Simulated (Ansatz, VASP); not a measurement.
CaS in VASP and in Ansatz

Contents of INCAR:

```
ALGO     = Normal         # electronic algorithm
EDIFF    = 1E-6           # SCF threshold, eV
ENCUT    = 500            # plane-wave cutoff, eV
GGA      = PE             # functional
GGA_COMPAT= F            
ISIF     = 2              # what is computed and relaxed
ISMEAR   = 0              # smearing method
LASPH    = T              # aspherical terms in the spheres
LCHARG   = T              # write CHGCAR
LELF     = T              # ELF
LREAL    = F              # projectors in reciprocal space
LVHAR    = T            
LWAVE    = F              # write WAVECAR
NBANDS   = 15             # bands
NELM     = 120            # most SCF steps
PREC     = Accurate       # precision mode
SIGMA    = 0.01           # smearing width, eV
```

File KPOINTS:

```
k-points
0
Gamma
  6 6 6
```

POSCAR

```
CaS
1.0
    0.0000000000      2.8479451031      2.8479451031
    2.8479451031      0.0000000000      2.8479451031
    2.8479451031      2.8479451031      0.0000000000
Ca S
1 1
Direct
    0.0000000000      0.0000000000      0.0000000000
    0.5000000000      0.5000000000      0.5000000000
```

Input for Ansatz:

```yaml
crystal:
  lattice:
    - [0.0, 2.8479451031, 2.8479451031]
    - [2.8479451031, 0.0, 2.8479451031]
    - [2.8479451031, 2.8479451031, 0.0]
  atoms:
    - { symbol: Ca, position: [0.0, 0.0, 0.0] }
    - { symbol: S, position: [0.5, 0.5, 0.5] }
kpoints:
  mp_grid: { grid: [6, 6, 6] }
hamiltonian:
  xc: pbe
scf:
  occupations: { method: fixed }
  n_extra_bands: 4
output:
  forces: true
  stress: true
  eigenvalues: true
  write_density: true
  write_potential: true
  elf: true
  volumetric_format: npy
```

Alike in both runs: task single point; functional PBE; k mesh 6 × 6 × 6; no spin polarisation.

```csv
,VASP,Ansatz
version,VASP 6.6.1,Ansatz 0.2.0
potentials or method,"VASP PAW PBE potentials, release 64 (Ca_sv, S)","plane waves, PAW"
plane-wave cutoff (eV),500,420
occupations,"gaussian, width 0.01 eV",fixed
valence electrons in the cell,16,16
```

```tsv
	VASP	Ansatz	Ansatz less VASP
gap on the k mesh at the Fermi level (eV)	2.36	2.36	+0.005
pressure (GPa)	0.6	0.5	-0.15
```
